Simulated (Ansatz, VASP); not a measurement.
Two plane-wave programs on PtS2

Contents of INCAR:

```
SYSTEM = PtS2
ALGO = Normal ; DIPOL = 0.5 0.5 0.383
EDIFF = 1E-7 ; ENCUT = 520
GGA = PE ; IDIPOL = 3
ISIF = 2 ; ISMEAR = 0
IVDW = 12 ; LASPH = .True.
LCHARG = .False. ; LDIPOL = .True.
LREAL = .False. ; LWAVE = .False.
NBANDS = 31 ; NELM = 80
PREC = Accurate ; SIGMA = 0.05
```

File KPOINTS:

```
k-points
0
Gamma
  9 9 1
  0 0 0
```

The input POSCAR:

```
PtS2
1.0
    3.5415269801      0.0000000000      0.0000000000
   -1.7707634901      3.0670523330      0.0000000000
    0.0000000000      0.0000000000     22.4670671688
S Pt
4 2
Direct
    0.6666666667      0.3333333333      0.2002931654
    0.3333333333      0.6666666667      0.3108342327
    0.3333333333      0.6666666667      0.4550453118
    0.6666666667      0.3333333333      0.5655863791
    0.0000000000      0.0000000000      0.2555636990
    1.0000000000      1.0000000000      0.5103158454
```

Input for Ansatz:

```yaml
crystal:
  lattice:
    - [3.5415269801, 0.0, 0.0]
    - [-1.7707634901, 3.067052333, 0.0]
    - [0.0, 0.0, 22.4670671688]
  atoms:
    - { symbol: S, position: [0.6666666667, 0.3333333333, 0.2002931654] }
    - { symbol: Pt, position: [0.0, 0.0, 0.255563699] }
    - { symbol: S, position: [0.3333333333, 0.6666666667, 0.3108342327] }
    - { symbol: S, position: [0.3333333333, 0.6666666667, 0.4550453118] }
    - { symbol: Pt, position: [1.0, 1.0, 0.5103158454] }
    - { symbol: S, position: [0.6666666667, 0.3333333333, 0.5655863791] }
basis:
  ecutwfc: 420
kpoints:
  mp_grid: { grid: [9, 9, 1] }
hamiltonian:
  xc: pbe
  pseudopotentials: { kind: paw, azcp: { folder: soft_1 } }
  dispersion: d3bj
scf:
  occupations: { method: gaussian, width: 0.05 }
output:
  forces: true
  eigenvalues: true
efield:
  axis: 3
  dipole_correction: true
  ramp_width: 0.04
```

Alike in both runs: task single point; functional PBE; dispersion D3(BJ); k mesh 9 × 9 × 1; occupations gaussian, width 0.05 eV; no spin polarisation.

|  | VASP | Ansatz |
| --- | --- | --- |
| version | VASP 6.6.1 | Ansatz 0.2.0 |
| potentials or method | VASP PAW PBE potentials, release 64 (S, Pt), cutoff 520 eV | scalar-relativistic, plane waves, PAW |
| valence electrons in the cell | 44 | 60 |

|  | VASP | Ansatz | Ansatz less VASP |
| --- | --- | --- | --- |
| gap on the k mesh at the Fermi level (eV) | 1.17 | 1.16 | -0.008 |
| least direct gap on the mesh (eV) | 1.30 | 1.29 | -0.009 |
| rms of the force components (eV/Å) | 0.080 | 0.066 | -0.0137 |

VASP's potentials hold 44 valence electrons a cell and Ansatz's 60, so a difference there can come from the potentials and not from the codes.

Neither program's run includes spin-orbit coupling.
